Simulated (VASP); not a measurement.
# Ru (Fd-3m) in VASP: further runs

The runs below take Ru through single point, with PBE.

All numbers are computed with VASP 6.6.1; they aren't measurements. Logs are shortened: lines on timing, memory, paths and dates and some standing lists are left out, and cuts for length are marked.

### 1 The cell of the first run

Symmetry: Fd-3m, No. 227, cubic system. The conventional cell has a = 5.456 Å, b = 5.456 Å, c = 5.456 Å, α = 90.00°, β = 90.00°, γ = 90.00°. Ru (site symmetry -43m) has 4 Ru at 2.36 Å within 3.1 Å.

This isn't the form of Ru at room conditions, which is hcp.

### 2 Single point, PBE

The input, INCAR:

```
PREC     = Accurate       # precision mode
ENCUT    = 520            # plane-wave cutoff, eV
EDIFF    = 1E-6           # SCF threshold, eV
ISMEAR   = -1             # smearing method
SIGMA    = 0.1            # smearing width, eV
LREAL    = F              # projectors in reciprocal space
LASPH    = T              # aspherical terms in the spheres
NELM     = 60             # most SCF steps
ALGO     = Normal         # electronic algorithm
ISIF     = 2              # what is computed and relaxed
LWAVE    = F              # write WAVECAR
LCHARG   = F              # write CHGCAR
GGA      = PE             # functional
NBANDS   = 21             # bands
```

The input, KPOINTS:

```
Automatic mesh
0
Gamma
  10 10 10
```

The input, POSCAR:

```
Ru
1.0
    0.0000000000      2.7278429134      2.7278429134
    2.7278429134      0.0000000000      2.7278429134
    2.7278429134      2.7278429134      0.0000000000
Ru
2
Direct
    0.1250000000      0.1250000000      0.1250000000
    0.8750000000      0.8750000000      0.8750000000
```

Potentials or basis: VASP PAW PBE potentials, release 64 (Ru_pv).

Launch:

```bash
$ cat potpaw_PBE.64/Ru_pv/POTCAR > POTCAR
$ mpirun -np 1 vasp_std > vasp.out
```

OUTCAR:

```text
PREC = Accurate
   ENCUT = 520
   EDIFF = 1E-6
   ISMEAR = -1
   LREAL = F
   LASPH = T
   NELM = 60
   ISIF = 2
   GGA = PE

 ion  position               nearest neighbor table
   1  0.125  0.125  0.125-   2 2.36   2 2.36   2 2.36   2 2.36
   2  0.875  0.875  0.875-   1 2.36   1 2.36   1 2.36   1 2.36

  LATTYP: Found a face centered cubic cell.
 ALAT       =     5.4556858268

  Lattice vectors:

 A1 = (   0.0000000000,   2.7278429134,   2.7278429134)
 A2 = (   2.7278429134,   0.0000000000,   2.7278429134)
 A3 = (   2.7278429134,   2.7278429134,   0.0000000000)

Analysis of symmetry for initial positions (statically):
=====================================================================
 Subroutine PRICEL returns:
 Original cell was already a primitive cell.

 Routine SETGRP: Setting up the symmetry group for a
 face centered cubic supercell.

 Subroutine GETGRP returns: Found 48 space group operations
 (whereof 12 operations were pure point group operations)
 out of a pool of 48 trial point group operations.

The static configuration has the point symmetry D_3d.
 The point group associated with its full space group is O_h .

Analysis of symmetry for dynamics (positions and initial velocities):
=====================================================================
 Subroutine PRICEL returns:
 Original cell was already a primitive cell.

 Routine SETGRP: Setting up the symmetry group for a
 face centered cubic supercell.

 Subroutine GETGRP returns: Found 48 space group operations
 (whereof 12 operations were pure point group operations)
 out of a pool of 48 trial point group operations.

The dynamic configuration has the point symmetry D_3d.
 The point group associated with its full space group is O_h .

 Subroutine INISYM returns: Found 48 space group operations
 (whereof 12 operations are pure point group operations),
 and found     1 'primitive' translations

----------------------------------------------------------------------------------------

                                     Primitive cell

  volume of cell :      40.5965

  direct lattice vectors                    reciprocal lattice vectors
     0.000000000  2.727842913  2.727842913    -0.183295012  0.183295012  0.183295012
     2.727842913  0.000000000  2.727842913     0.183295012 -0.183295012  0.183295012
     2.727842913  2.727842913  0.000000000     0.183295012  0.183295012 -0.183295012

  length of vectors
     3.857752444  3.857752444  3.857752444     0.317476274  0.317476274  0.317476274

  position of ions in fractional coordinates (direct lattice)
     0.125000000  0.125000000  0.125000000
     0.875000000  0.875000000  0.875000000

  ion indices of the primitive-cell ions
   primitive index   ion index
                 1           1
                 2           2

----------------------------------------------------------------------------------------

 KPOINTS: Automatic mesh

Automatic generation of k-mesh.
 Grid dimensions read from file:
 generate k-points for:   10   10   10

 Generating k-lattice:

  Cartesian coordinates                     Fractional coordinates (reciprocal lattice)
    -0.018329501  0.018329501  0.018329501     0.100000000  0.000000000  0.000000000
     0.018329501 -0.018329501  0.018329501     0.000000000  0.100000000  0.000000000
     0.018329501  0.018329501 -0.018329501     0.000000000  0.000000000  0.100000000

  Length of vectors
     0.031747627  0.031747627  0.031747627

  Shift w.r.t. Gamma in fractional coordinates (k-lattice)
     0.000000000  0.000000000  0.000000000

 Subroutine IBZKPT returns following result:
 ===========================================

 Found     47 irreducible k-points:

 Following reciprocal coordinates:
            Coordinates               Weight
  0.000000  0.000000  0.000000      1.000000
  0.100000  0.000000  0.000000      8.000000
  0.200000  0.000000  0.000000      8.000000
  0.300000  0.000000  0.000000      8.000000
  0.400000  0.000000  0.000000      8.000000
  0.500000  0.000000  0.000000      4.000000
[... 16 lines left out ...]
  0.300000  0.300000  0.000000      6.000000
  0.400000  0.300000  0.000000     24.000000
 [... further k-points ...]
   k-points           NKPTS =     47   k-points in BZ     NKDIM =     47   number of bands    NBANDS=     21
   number of dos      NEDOS =    301   number of ions     NIONS =      2
   total plane-waves  NPLWV =  27000
   dimension x,y,z NGX =    30 NGY =   30 NGZ =   30
   dimension x,y,z NGXF=    60 NGYF=   60 NGZF=   60
   ions per type =               2
   NGX,Y,Z   is equivalent  to a cutoff of  12.93, 12.93, 12.93 a.u.
   NGXF,Y,Z  is equivalent  to a cutoff of  25.86, 25.86, 25.86 a.u.
 SYSTEM =  unknown system
   PREC   = accura    normal or accurate (medium, high low for compatibility)
   ISTART =      0    job   : 0-new  1-cont  2-samecut
   ICHARG =      2    charge: 1-file 2-atom 10-const
   ISPIN  =      1    spin polarized calculation?
   LNONCOLLINEAR =      F non collinear calculations
   LSORBIT =      F    spin-orbit coupling
   LASPH  =      T    aspherical Exc in radial PAW
   ENCUT  =  520.0 eV  38.22 Ry    6.18 a.u.   7.17  7.17  7.17*2*pi/ulx,y,z
   NELM   =     60;   NELMIN=  2; NELMDL= -5     # of ELM steps
   EDIFF  = 0.1E-05   stopping-criterion for ELM
   LREAL  =      F    real-space projection
   EDIFFG = 0.1E-04   stopping-criterion for IOM
   NSW    =      0    number of steps for IOM
   IBRION =     -1    ionic relax: 0-MD 1-quasi-New 2-CG
   NFREE  =      0    steps in history (QN), initial steepest desc. (CG)
   ISIF   =      2    stress and relaxation
   ISYM   =      2    0-nonsym 1-usesym 2-fastsym
   POTIM  = 0.5000    time-step for ionic-motion
   TEBEG  =    0.0;   TEEND  =   0.0 temperature during run
   PSTRESS=    0.0 pullay stress
   NELECT =      28.0000    total number of electrons
   NUPDOWN=      -1.0000    fix difference up-down
   EMIN   =  10.00;   EMAX   =-10.00  energy-range for DOS
   EFERMI =   0.00;   METHOD = LEGACY
   ISMEAR =    -1;   SIGMA  =   0.10  broadening in eV -4-tet -1-fermi 0-gaus
   EFERMI_NEDOS =   21; number of points for ismear=-14 and -15
   IALGO  =     38    algorithm
   IMIX   =      4    mixing-type and parameters
     AMIX     =   0.40;   BMIX     =  1.00
     AMIX_MAG =   1.60;   BMIX_MAG =  1.00
  volume/ion in A,a.u.               =      20.30       136.98
  Fermi-wavevector in a.u.,A,eV,Ry     =   1.446432  2.733361 28.465657  2.092167
  Thomas-Fermi vector in A             =   2.564502
   LORBIT       =      0    0 simple, 1 ext, 2 COOP (PROOUT), +10 PAW based schemes
   GGA     = PE    functional components
   LHFCALC =     F    Hartree Fock is set to
   AEXX    =    0.0000 exact exchange contribution
   IVDW    =     0    specifies the selected vdW correction
   LEPSILON=     F    determine dielectric tensor
   LRPA    =     F    only Hartree local field effects (RPA)
 non-spin polarized calculation
  energy-cutoff  :      520.00
  volume of cell :       40.60
 maximum number of plane-waves:      1106
 NGX is ok and might be reduce to    30
   NGX = 15   NGY = 15   NGZ = 15

 number of electron      28.0000006 magnetization

 Free energy of the ion-electron system (eV)
  ---------------------------------------------------
  ext. energy  EPLUGINS =         0.00000000
  ---------------------------------------------------
  free energy    TOTEN  =       -16.12324966 eV

  energy without entropy =      -16.06245625  energy(sigma->0) =      -16.09285296

 E-fermi :   7.0214     XC(G=0): -11.3313

 val. band max:        6.9548516213   @ k =   0.2000   0.2000   0.0000
 cond. band min:       7.0270743965   @ k =   0.4000   0.3000   0.0000
 fundamental gap:      0.0722227752
 Fermi energy:         7.0213851100

 k-point     1 :       0.0000    0.0000    0.0000
  band No.  band energies     occupation
      1     -36.1176      2.00000
      2     -36.1176      2.00000
      3     -36.1176      2.00000
      4     -35.2452      2.00000
      5     -35.2452      2.00000
      6     -35.2452      2.00000
[... 13 lines left out ...]
     20      19.5889      0.00000
     21      20.0601      0.00000

 k-point     2 :       0.1000    0.0000    0.0000
  band No.  band energies     occupation
      1     -36.1277      2.00000
      2     -36.1277      2.00000
      3     -36.1159      2.00000
      4     -35.2479      2.00000
      5     -35.2347      2.00000
      6     -35.2347      2.00000
[... 13 lines left out ...]
     20      18.1218      0.00000
     21      19.4170      0.00000

 k-point     3 :       0.2000    0.0000    0.0000
  band No.  band energies     occupation
      1     -36.1529      2.00000
      2     -36.1529      2.00000
      3     -36.1114      2.00000
      4     -35.2546      2.00000
      5     -35.2081      2.00000
      6     -35.2081      2.00000
[... 13 lines left out ...]
     20      17.9314      0.00000
     21      18.3336      0.00000

 k-point     4 :       0.3000    0.0000    0.0000
  band No.  band energies     occupation
      1     -36.1822      2.00000
      2     -36.1822      2.00000
      3     -36.1064      2.00000
      4     -35.2621      2.00000
      5     -35.1772      2.00000
      6     -35.1772      2.00000
[... 13 lines left out ...]
     20      17.9352      0.00000
     21      18.0012      0.00000

 k-point     5 :       0.4000    0.0000    0.0000
  band No.  band energies     occupation
      1     -36.2046      2.00000
      2     -36.2046      2.00000
      3     -36.1028      2.00000
      4     -35.2678      2.00000
      5     -35.1534      2.00000
      6     -35.1534      2.00000
[... 13 lines left out ...]
     20      17.6603      0.00000
     21      17.6603      0.00000
[... 382 lines left out ...]
     20      17.0429      0.00000
     21      17.9343      0.00000

 k-point    22 :      -0.2000    0.2000    0.0000
  band No.  band energies     occupation
      1     -36.2504      2.00000
      2     -36.1835      2.00000
      3     -36.0342      2.00000
      4     -35.3331      2.00000
      5     -35.1756      2.00000
      6     -35.1102      2.00000
[... 13 lines left out ...]
     20      17.9309      0.00000
     21      18.2429      0.00000

 k-point    23 :       0.3000    0.3000    0.0000
  band No.  band energies     occupation
      1     -36.2504      2.00000
      2     -36.2504      2.00000
      3     -35.9427      2.00000
      4     -35.4324      2.00000
      5     -35.1054      2.00000
      6     -35.1054      2.00000
[... 13 lines left out ...]
     20      15.0586      0.00000
     21      17.6932      0.00000

 k-point    24 :       0.4000    0.3000    0.0000
  band No.  band energies     occupation
      1     -36.2790      2.00000
      2     -36.2714      2.00000
      3     -35.8897      2.00000
      4     -35.4865      2.00000
      5     -35.0830      2.00000
      6     -35.0766      2.00000
[... 13 lines left out ...]
     20      13.9054      0.00000
     21      17.9453      0.00000

 [... further k-points ...]
[... 5 lines left out ...]
  --------------------------------------------------------------------------------------
  -------------------------------------------------------------------------------------
  Total        0.0629815      0.0629815      0.0629815      0.0000000      0.0000000      0.0000000
  in kB        2.4856258      2.4856258      2.4856258      0.0000000      0.0000000      0.0000000
  external PRESSURE =       2.4856258 kB  Pullay stress =       0.0000000 kB

 VOLUME and BASIS-vectors are now :
 -----------------------------------------------------------------------------
  energy-cutoff  :      520.00
  volume of cell :       40.60
      direct lattice vectors                 reciprocal lattice vectors
     0.000000000  2.727842913  2.727842913    -0.183295012  0.183295012  0.183295012
     2.727842913  0.000000000  2.727842913     0.183295012 -0.183295012  0.183295012
     2.727842913  2.727842913  0.000000000     0.183295012  0.183295012 -0.183295012

 POSITION                                       TOTAL-FORCE (eV/Angst)
 -----------------------------------------------------------------------------------
      0.68196      0.68196      0.68196        -0.000000     -0.000000     -0.000000
      4.77373      4.77373      4.77373         0.000000      0.000000      0.000000
 -----------------------------------------------------------------------------------
    total drift:                               -0.000000      0.000000      0.000000

  FREE ENERGIE OF THE ION-ELECTRON SYSTEM (eV)
  ---------------------------------------------------
  free  energy   TOTEN  =       -16.1232496650 eV

  energy  without entropy=      -16.0624562533  energy(sigma->0) =      -16.09285296
```

Run time: 42 s. Hardware: 1 thread of AMD EPYC 7R43 (Zen 3), shared host; peak memory 0.14 GiB.

Results:

```
Free energy            : -16.1232 eV
Pressure               : 0.2 GPa
Band gap on the k mesh : zero (bands 14 and 15 overlap by 0.97 eV)
```

Levels at points of the mesh, in eV from the Fermi level:
```tsv
k point	band 10	band 11	band 12	band 13	band 14	band 15	band 16	band 17	band 18	band 19
(0.00, 0.00, 0.00)	-3.19	-3.19	-3.19	-0.47	-0.47	-0.47	1.83	1.83	10.91	10.91
(0.50, 0.00, 0.00)	-3.43	-3.43	-3.19	-0.37	0.21	0.21	1.39	1.39	3.04	10.40
(0.50, 0.50, 0.00)	-3.41	-1.39	-1.39	-1.26	-1.26	1.67	1.67	3.35	3.35	5.20
```

### 3 Single point, PBE (17.86 Å³/atom)

This run uses another cell than the first one, of 17.86 Å³/atom.

The input, INCAR:

```
  PREC = Accurate
  ENCUT = 520
  EDIFF = 1E-7
  ISMEAR = -1
  SIGMA = 0.1
  LREAL = False
  LASPH = True
  NELM = 80
  ALGO = Normal
  ISIF = 2
  LWAVE = False
  LCHARG = False
  GGA = PE
  NBANDS = 21
```

The input, KPOINTS:

```
Automatic mesh
0
Gamma
  11 11 11
```

The input, POSCAR:

```
Ru
1.0
    0.0000000000      2.6140481405      2.6140481405
    2.6140481405      0.0000000000      2.6140481405
    2.6140481405      2.6140481405      0.0000000000
Ru
2
Direct
    0.1250000000      0.1250000000      0.1250000000
    0.8750000000      0.8750000000      0.8750000000
```

Potentials or basis: VASP PAW PBE potentials, release 64 (Ru_pv).

Launch:

```bash
$ cat potpaw_PBE.64/Ru_pv/POTCAR > POTCAR
$ mpirun -np 1 vasp_std > vasp.out
```

Wall time 54 s (1 thread of AMD EPYC 7R43 (Zen 3), shared host); peak memory 0.14 GiB.

Results (log left out):

- Free energy: -15.7279 eV
- Pressure: 28.8 GPa
- Band gap on the k mesh: zero (bands 14 and 15 overlap by 0.96 eV)

Levels at points of the mesh, in eV from the Fermi level:
```tsv
k point	band 10	band 11	band 12	band 13	band 14	band 15	band 16	band 17	band 18	band 19
(0.00, 0.00, 0.00)	-3.64	-3.64	-3.64	-0.53	-0.53	-0.53	2.27	2.27	10.82	10.82
```

Caveat: the cell stands under pressure.

[end of part 1 of 2]
